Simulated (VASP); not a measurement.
Pt:

```
Pt
1.0
     0.00000    1.96090    1.96090
     1.96090    0.00000    1.96090
     1.96090    1.96090    0.00000
Pt
1
Cartesian
  0.0000 0.0000 0.0000
```

Base run:

* Program: VASP 6.6.1
* Functional: BLYP
* Potentials or basis: VASP PAW PBE potentials, release 64 (Pt)
* Cutoff: 520 eV
* k mesh: 15 × 15 × 15
* Occupations: fermi-dirac, width 0.1 eV
* Spin: no spin polarisation

Its results: band gap on the k mesh zero (band 5 reaches 12.31 eV, above the bottom of band 6 at 10.10 eV); pressure 27.4 GPa.

Q: The run is repeated on the same cell with these changes: functional from BLYP to revPBE. What comes out?

A: Band gap on the k mesh zero (band 5 reaches 11.77 eV, above the bottom of band 6 at 9.59 eV); pressure 13.0 GPa.

Caveats: the PAW data sets were made with another functional, which shifts forces and pressure a little; spin-orbit coupling is left out, which moves the levels of the heavy elements.
